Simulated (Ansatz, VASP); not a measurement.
Two plane-wave programs on HgTe

```
CELL_PARAMETERS angstrom
0.00000 3.18000 3.18000
3.18000 0.00000 3.18000
3.18000 3.18000 0.00000
ATOMIC_POSITIONS crystal
Hg 0.00000 0.00000 0.00000
Te 0.50000 0.50000 0.50000
```

Alike in both runs: task relaxation of cell and atoms; functional RPBE; dispersion D4; k mesh 7 × 7 × 7; occupations fermi-dirac, width 0.05 eV; no spin polarisation.

|  | VASP | Ansatz |
| --- | --- | --- |
| version | VASP 6.6.1 | Ansatz 0.2.0 |
| potentials or method | VASP PAW PBE potentials, release 64 (Hg, Te) | Ansatz PAW |
| plane-wave cutoff (eV) | 600 | 420 |
| valence electrons in the cell | 18 | 36 |

```tsv
	VASP	Ansatz	Ansatz less VASP
gap on the k mesh at the Fermi level, each at its own relaxed structure (eV)	none	none	-
relaxed volume (Å³/atom)	27.15	27.10	-0.058
relaxed cell length with the largest relative difference (Å)	4.251	4.248	-0.0030
```

VASP's potentials were made for PBE, not for RPBE. A gap of «none» marks a metal or a gap that the smearing closes. VASP's potentials hold 18 valence electrons a cell and Ansatz's 36, so a difference there can come from the potentials and not from the codes.

Spin-orbit coupling is off throughout. Noted on VASP's run: the volume moved by over 15 % at a fixed basis, so the end points are rough. Noted on Ansatz's run: the volume moved by over 15 % at a fixed basis, so the end points are rough; the plane-wave basis is chosen anew once the cell has moved, so the energies of steps on either side of that aren't comparable.
